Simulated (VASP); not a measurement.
# BaTiO3 (Pm-3m) in VASP: single point with PBE

Aim: the single point of BaTiO3 with PBE.

Program: VASP 6.6.1. These are calculated values, not measurements. Logs are shortened: lines on timing, memory, paths and dates and some standing lists are left out, and cuts for length are marked.

### 1 The cell of the first run

It takes space group Pm-3m (No. 221, cubic). The conventional cell has a = 4.029 Å, b = 4.029 Å, c = 4.029 Å, α = 90.00°, β = 90.00°, γ = 90.00°. Within 3.8 Å of Ba (site symmetry m-3m) lie 12 O at 2.85 Å and 8 Ti at 3.49 Å. Ti (site symmetry m-3m) has 6 O at 2.01 Å within 2.7 Å. O (site symmetry 4/mmm) has 2 Ti at 2.01 Å within 2.7 Å.

### 2 Single point, PBE

INCAR reads:

```
  ALGO = Normal
  EDIFF = 1E-6
  ENCUT = 1340
  GGA = PE
  GGA_COMPAT = False
  ISIF = 2
  ISMEAR = -1
  LASPH = True
  LCHARG = True
  LELF = True
  LREAL = False
  LVHAR = True
  LWAVE = False
  NBANDS = 28
  NELM = 120
  PREC = Accurate
  SIGMA = 0.1
```

KPOINTS reads:

```
k-points
0
Gamma
  6 6 6
```

POSCAR reads:

```
BaTiO3
1.0
    4.0294103800      0.0000000000      0.0000000000
    0.0000000000      4.0294103800      0.0000000000
    0.0000000000      0.0000000000      4.0294103800
Ba Ti O
1 1 3
Direct
    0.5000000000      0.5000000000      0.5000000000
    0.0000000000      0.0000000000      0.0000000000
    0.5000000000      0.0000000000      0.0000000000
    0.0000000000      0.5000000000      0.0000000000
    0.0000000000      0.0000000000      0.5000000000
```

Potentials or basis: VASP PAW PBE potentials, release 64 (Ba_sv, Ti_sv, O_h).

Launch:

```sh
cat potpaw_PBE.64/Ba_sv/POTCAR potpaw_PBE.64/Ti_sv/POTCAR potpaw_PBE.64/O_h/POTCAR > POTCAR
mpirun -np 1 vasp_std > vasp.out
```

OUTCAR:

```text
EDIFF = 1E-6
   ENCUT = 1340
   GGA = PE
   ISIF = 2
   ISMEAR = -1
   LASPH = True
   LREAL = False
   NELM = 120
   PREC = Accurate

 ion  position               nearest neighbor table
   1  0.500  0.500  0.500-   3 2.85   4 2.85   5 2.85   3 2.85   4 2.85   3 2.85   5 2.85   3 2.85
                             4 2.85   5 2.85   4 2.85   5 2.85   2 3.49   2 3.49   2 3.49   2 3.49
   2  0.000  0.000  0.000-   3 2.01   4 2.01   5 2.01   5 2.01   4 2.01   3 2.01   1 3.49   1 3.49
                             1 3.49   1 3.49   1 3.49   1 3.49   1 3.49   1 3.49
   3  0.500  0.000  0.000-   2 2.01   2 2.01   1 2.85   1 2.85   1 2.85   1 2.85
   4  0.000  0.500  0.000-   2 2.01   2 2.01   1 2.85   1 2.85   1 2.85   1 2.85
   5  0.000  0.000  0.500-   2 2.01   2 2.01   1 2.85   1 2.85   1 2.85   1 2.85

  LATTYP: Found a simple cubic cell.
 ALAT       =     4.0294103800

  Lattice vectors:

 A1 = (   4.0294103800,   0.0000000000,   0.0000000000)
 A2 = (   0.0000000000,   4.0294103800,   0.0000000000)
 A3 = (   0.0000000000,   0.0000000000,   4.0294103800)

Analysis of symmetry for initial positions (statically):
=====================================================================
 Subroutine PRICEL returns:
 Original cell was already a primitive cell.

 Routine SETGRP: Setting up the symmetry group for a
 simple cubic supercell.

 Subroutine GETGRP returns: Found 48 space group operations
 (whereof 48 operations were pure point group operations)
 out of a pool of 48 trial point group operations.

The static configuration has the point symmetry O_h .

Analysis of symmetry for dynamics (positions and initial velocities):
=====================================================================
 Subroutine PRICEL returns:
 Original cell was already a primitive cell.

 Routine SETGRP: Setting up the symmetry group for a
 simple cubic supercell.

 Subroutine GETGRP returns: Found 48 space group operations
 (whereof 48 operations were pure point group operations)
 out of a pool of 48 trial point group operations.

The dynamic configuration has the point symmetry O_h .

 Subroutine INISYM returns: Found 48 space group operations
 (whereof 48 operations are pure point group operations),
 and found     1 'primitive' translations

----------------------------------------------------------------------------------------

[... 91 lines left out ...]
   ENCUT  = 1340.0 eV  98.49 Ry    9.92 a.u.  12.03 12.03 12.03*2*pi/ulx,y,z
   NELM   =    120;   NELMIN=  2; NELMDL= -5     # of ELM steps
   EDIFF  = 0.1E-05   stopping-criterion for ELM
   LREAL  =      F    real-space projection
   EDIFFG = 0.1E-04   stopping-criterion for IOM
   NSW    =      0    number of steps for IOM
   IBRION =     -1    ionic relax: 0-MD 1-quasi-New 2-CG
   NFREE  =      0    steps in history (QN), initial steepest desc. (CG)
   ISIF   =      2    stress and relaxation
   ISYM   =      2    0-nonsym 1-usesym 2-fastsym
   POTIM  = 0.5000    time-step for ionic-motion
   TEBEG  =    0.0;   TEEND  =   0.0 temperature during run
   PSTRESS=    0.0 pullay stress
   NELECT =      40.0000    total number of electrons
   NUPDOWN=      -1.0000    fix difference up-down
   EMIN   =  10.00;   EMAX   =-10.00  energy-range for DOS
   EFERMI =   0.00;   METHOD = LEGACY
   ISMEAR =    -1;   SIGMA  =   0.10  broadening in eV -4-tet -1-fermi 0-gaus
   EFERMI_NEDOS =   21; number of points for ismear=-14 and -15
   IALGO  =     38    algorithm
   IMIX   =      4    mixing-type and parameters
     AMIX     =   0.40;   BMIX     =  1.00
     AMIX_MAG =   1.60;   BMIX_MAG =  1.00
  volume/ion in A,a.u.               =      13.08        88.30
  Fermi-wavevector in a.u.,A,eV,Ry     =   1.389483  2.625743 26.268276  1.930664
  Thomas-Fermi vector in A             =   2.513510
   LORBIT       =      0    0 simple, 1 ext, 2 COOP (PROOUT), +10 PAW based schemes
   GGA     = PE    functional components
   LHFCALC =     F    Hartree Fock is set to
   AEXX    =    0.0000 exact exchange contribution
   IVDW    =     0    specifies the selected vdW correction
   LEPSILON=     F    determine dielectric tensor
   LRPA    =     F    only Hartree local field effects (RPA)
 non-spin polarized calculation
  energy-cutoff  :     1340.00
  volume of cell :       65.42
 maximum number of plane-waves:      7320
   NGX = 25   NGY = 25   NGZ = 25

 number of electron      39.9999998 magnetization

 Free energy of the ion-electron system (eV)
  ---------------------------------------------------
  ext. energy  EPLUGINS =         0.00000000
  ---------------------------------------------------
  free energy    TOTEN  =       -40.01156566 eV

  energy without entropy =      -40.01151047  energy(sigma->0) =      -40.01153806

 E-fermi :   4.9176     XC(G=0): -11.1580

 val. band max:        4.0285575894   @ k =   0.5000   0.5000   0.5000
 cond. band min:       5.7363424542   @ k =   0.0000   0.0000   0.0000
 fundamental gap:      1.7077848648
 Fermi energy:         4.9175733504

 k-point     1 :       0.0000    0.0000    0.0000
  band No.  band energies     occupation
      1     -52.6925      2.00000
      2     -28.8925      2.00000
      3     -28.8925      2.00000
      4     -28.8925      2.00000
      5     -20.8278      2.00000
      6     -12.8135      2.00000
[... 609 lines left out ...]
     27      11.4858      0.00000
     28      11.4858      0.00000

------------------------ aborting loop because EDIFF is reached ----------------------------------------

  FORCE on cell =-STRESS in cart. coord.  units (eV):
  Direction    XX          YY          ZZ          XY          YZ          ZX
  --------------------------------------------------------------------------------------
  -------------------------------------------------------------------------------------
  Total        0.1176639      0.1176639      0.1176639     -0.0000000     -0.0000000     -0.0000000
  in kB        2.8815712      2.8815712      2.8815712     -0.0000000     -0.0000000     -0.0000000
  external PRESSURE =       2.8815712 kB  Pullay stress =       0.0000000 kB

 VOLUME and BASIS-vectors are now :
 -----------------------------------------------------------------------------
  energy-cutoff  :     1340.00
  volume of cell :       65.42
      direct lattice vectors                 reciprocal lattice vectors
     4.029410380  0.000000000  0.000000000     0.248175268  0.000000000  0.000000000
     0.000000000  4.029410380  0.000000000     0.000000000  0.248175268  0.000000000
     0.000000000  0.000000000  4.029410380     0.000000000  0.000000000  0.248175268

 POSITION                                       TOTAL-FORCE (eV/Angst)
 -----------------------------------------------------------------------------------
      2.01471      2.01471      2.01471         0.000000      0.000000      0.000000
      0.00000      0.00000      0.00000         0.000000      0.000000      0.000000
      2.01471      0.00000      0.00000         0.000000      0.000000      0.000000
      0.00000      2.01471      0.00000         0.000000      0.000000      0.000000
      0.00000      0.00000      2.01471         0.000000      0.000000      0.000000
 -----------------------------------------------------------------------------------
    total drift:                                0.000000      0.000000      0.000000

  FREE ENERGIE OF THE ION-ELECTRON SYSTEM (eV)
  ---------------------------------------------------
  free  energy   TOTEN  =       -40.0115656624 eV

  energy  without entropy=      -40.0115104667  energy(sigma->0) =      -40.01153806
```

stdout:

```text
POSCAR found type information on POSCAR BaTiO
 POSCAR found :  3 types and       5 ions
 scaLAPACK will be used
 LDA part: xc-table for (Slater+PW92), standard interpolation
 POSCAR, INCAR and KPOINTS ok, starting setup
 FFT: planning ... GRIDC
 FFT: planning ... GRID_SOFT
 FFT: planning ... GRID
 WAVECAR not read
 entering main loop
```

Wall time 2.1 min (1 thread of Intel Xeon Platinum 8488C (Sapphire Rapids), shared host); peak memory 0.42 GiB.

Results:

* Free energy: -40.0116 eV
* Pressure: 0.3 GPa
* Band gap on the k mesh: 1.71 eV (least direct gap 1.87 eV)

Caveat: spin-orbit coupling is left out, which moves the levels of the heavy elements.
